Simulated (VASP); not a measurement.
Here is a VASP 6.6.1 calculation.

INCAR

```
PREC = Accurate ; ENCUT = 500
EDIFF = 1E-6 ; ISMEAR = -1
SIGMA = 0.1 ; LREAL = F
LASPH = T ; NELM = 120
ALGO = Normal ; ISIF = 2
LWAVE = F ; LCHARG = F
NBANDS = 11 ; GGA_COMPAT = F
```

The input KPOINTS:

```
Automatic mesh
0
Gamma
  7 7 7
```

File POSCAR:

```
Pd
1.0
    2.5323637090      0.0000000000      0.0000000000
    0.0000000000      2.5323637090      0.0000000000
    0.0000000000      0.0000000000      2.5323637090
Pd
1
Direct
    0.0000000000      0.0000000000      0.0000000000
```

Potentials or basis: VASP PAW LDA potentials, release 64 (Pd).

Launch:

```sh
$ cat potpaw_LDA.64/Pd/POTCAR > POTCAR
$ mpirun -np 1 vasp_std > vasp.out
```

(1) Predict the band gap on the k mesh.

(2) Predict the pressure.

Results:

(1) zero (band 5 reaches 9.18 eV, above the bottom of band 6 at 7.67 eV).

(2) 0.0 GPa.
